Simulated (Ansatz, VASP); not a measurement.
MgB2 in VASP and in Ansatz

The input INCAR:

```
  PREC = Accurate
  ENCUT = 520
  EDIFF = 1E-8
  ISMEAR = -1
  SIGMA = 0.05
  LREAL = False
  LASPH = True
  NELM = 80
  ALGO = Normal
  ISIF = 2
  LWAVE = False
  LCHARG = False
  LEFG = True
  NBANDS = 11
```

The input KPOINTS:

```
Automatic mesh
0
Gamma
  17 17 13
```

File POSCAR:

```
MgB2
1.0
    3.0850000000      0.0000000000      0.0000000000
   -1.5425000000      2.6716883707      0.0000000000
    0.0000000000      0.0000000000      3.5230000000
Mg B
1 2
Direct
    0.0000000000      0.0000000000      0.0000000000
    0.3333333333      0.6666666667      0.5000000000
    0.6666666667      0.3333333333      0.5000000000
```

Input for Ansatz:

```yaml
crystal:
  lattice:
    - [3.085, 0.0, 0.0]
    - [-1.5425, 2.6716883707, 0.0]
    - [0.0, 0.0, 3.523]
  atoms:
    - { symbol: Mg, position: [0.0, 0.0, 0.0] }
    - { symbol: B, position: [0.3333333333, 0.6666666667, 0.5] }
    - { symbol: B, position: [0.6666666667, 0.3333333333, 0.5] }
kpoints:
  mp_grid: { grid: [17, 17, 13] }
scf:
  occupations: { method: fermi_dirac, width: 0.05 }
hamiltonian:
  xc: lda
  pseudopotentials: { kind: paw }
output:
  forces: true
  stress: true
  populations: true
  efg:
    quadrupole_moments_barn: { Mg: 0.1994, B: 0.04059 }
    contact_densities: true
```

Alike in both runs: task electric field gradients; functional LDA; k mesh 17 × 17 × 13; occupations fermi-dirac, width 0.05 eV; no spin polarisation.

|  | VASP | Ansatz |
| --- | --- | --- |
| version | VASP 6.6.1 | Ansatz 0.2.0 |
| potentials or method | VASP PAW LDA potentials, release 64 (Mg, B) | plane-wave PAW, scalar-relativistic |
| plane-wave cutoff (eV) | 520 | 420 |
| valence electrons in the cell | 8 | 16 |

```csv
,VASP,Ansatz,Ansatz less VASP
pressure (GPa),-8.2,-7.6,+0.59
"traceless stress, the component that is largest in VASP (GPa)",1.42,1.49,+0.074
size of Vzz on the site where it differs most (V/Å²),19.7,17.4,-2.30
```

LDA's correlation is that of Perdew and Zunger in VASP and of Perdew and Wang (1992) in Ansatz. VASP's potentials hold 8 valence electrons a cell and Ansatz's 16, so a difference there can come from the potentials and not from the codes.
